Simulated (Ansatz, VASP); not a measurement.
# P: VASP beside Ansatz

File INCAR:

```
  ALGO = Normal
  EDIFF = 1E-6
  ENCUT = 520
  GGA = PS
  ISIF = 2
  ISMEAR = -1
  LASPH = True
  LCHARG = False
  LREAL = False
  LWAVE = False
  NBANDS = 12
  NELM = 100
  PREC = Accurate
  SIGMA = 0.05
```

The input KPOINTS:

```
k-points
0
Gamma
  11 11 11
```

File POSCAR:

```
P
1.0
    1.7257251780      0.9963478961      3.1296800121
   -1.7257251780      0.9963478961      3.1296800121
    0.0000000000     -1.9926957921      3.1296800121
P
2
Direct
    0.1862058050      0.1862058050      0.2762058050
    0.8137941950      0.8137941950      0.7237941950
```

Input for Ansatz:

```yaml
crystal:
  lattice:
    - [1.725725178, 0.9963478961, 3.1296800121]
    - [-1.725725178, 0.9963478961, 3.1296800121]
    - [0.0, -1.9926957921, 3.1296800121]
  atoms:
    - { symbol: P, position: [0.186205805, 0.186205805, 0.276205805] }
    - { symbol: P, position: [0.813794195, 0.813794195, 0.723794195] }
kpoints:
  mp_grid: { grid: [11, 11, 11] }
scf:
  occupations: { method: fermi_dirac, width: 0.05 }
hamiltonian:
  xc: pbesol
  pseudopotentials: { kind: paw }
output:
  forces: true
  stress: true
  eigenvalues: true
  populations: true
```

Change from the starting cell: shortest bond scaled by 0.82, PAW files.

Alike in both runs: task single point; functional PBEsol; k mesh 11 × 11 × 11; occupations fermi-dirac, width 0.05 eV; no spin polarisation.

```csv
,VASP,Ansatz
version,VASP 6.6.1,Ansatz 0.2.0
potentials or method,"VASP PAW PBE potentials, release 64 (P)","PAW with Ansatz's default frozen-core files, scalar-relativistic"
plane-wave cutoff (eV),520,420
valence electrons in the cell,10,10
```

```csv
,VASP,Ansatz,Ansatz less VASP
pressure (GPa),16.8,17.0,+0.19
"traceless stress, the component that is largest in VASP (GPa)",22.28,22.59,+0.317
rms of the force components (eV/Å),3.739,3.782,+0.0423
```

VASP's potentials were made for PBE, not for PBEsol. Atom by atom the forces differ by 0.042 eV/Å (rms over components).
